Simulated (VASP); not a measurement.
Write the native input for VASP 6.6.1 that does the following.

```
Task                   : single point
Functional             : PBE
Potentials or basis    : VASP PAW PBE potentials, release 64 (Ta_pv, H, Br)
Cutoff                 : 520 eV
k mesh                 : 6 × 6 × 2
Occupations            : gaussian, width 0.1 eV
Spin                   : collinear spin, ferromagnetic start
Starting moments       : [1.0, 0.0, 0.0, 0.0, 0.0, 0.0] μB
Dipole correction      : no
Further INCAR settings : ALGO = Normal; EDIFF = 1e-06; NBANDS = 27
```

The structure of TaH3Br2 lies in POSCAR:

```
TaH3Br2
1.0
    3.9549751700      0.0000000000      0.0000000000
   -1.9774875900      3.4251089700      0.0000000000
    0.0000000000      0.0000000000      7.8072167400
Ta H Br
1 3 2
Direct
    0.6666666700      0.3333333300      0.5000000000
    0.6666666700      0.3333333300      0.0000000000
    0.0000000000      0.0000000000      0.5000000000
    0.0000000000      0.0000000000      0.0000000000
    0.3333333300      0.6666666700      0.7520078400
    0.3333333300      0.6666666700      0.2479921600
```

These files were run (other wordings do the same):

INCAR

```
  PREC = Accurate
  ENCUT = 520
  EDIFF = 1E-6
  ISMEAR = 0
  SIGMA = 0.1
  LREAL = False
  LASPH = True
  NELM = 150
  ALGO = Normal
  ISIF = 2
  LWAVE = False
  LCHARG = True
  ISPIN = 2
  MAGMOM = 1 0 0 0 0 0
  LORBIT = 11
  LMAXMIX = 4
  GGA = PE
  LELF = True
  LVHAR = True
  NBANDS = 27
```

KPOINTS

```
regular mesh
0
Gamma
  6 6 2
```

Potentials or basis: VASP PAW PBE potentials, release 64 (Ta_pv, H, Br).

The run is started by

```sh
$ cat potpaw_PBE.64/Ta_pv/POTCAR potpaw_PBE.64/H/POTCAR potpaw_PBE.64/Br/POTCAR > POTCAR
$ mpirun -np 1 vasp_std > vasp.out
```

Results of the run:

```yaml
Pressure: -11.1 GPa
Largest_force: 1.571 eV/Å
Band_gap_on_the_k_mesh: zero (filled and empty bands overlap)
Net_moment: 2.00 μB per cell
Site_moments: Ta +1.30; H +0.29, -0.02, -0.17; Br +0.00 μB
Valence_electrons_inside_the_program's_atomic_spheres: Ta 8.38; H 0.36, 0.49, 0.39; Br 4.77
```

Caveat: the k points lie up to 0.40 Å⁻¹ apart; spin-orbit coupling is left out, which moves the levels of the heavy elements; forces of over 1 eV/Å act on the atoms, so gaps and moduli don't describe the material at rest.

Run time: 110 s on 1 thread of Intel(R) Xeon(R) 6975P-C (Granite Rapids), with other jobs on the host, peak memory 0.31 GiB.
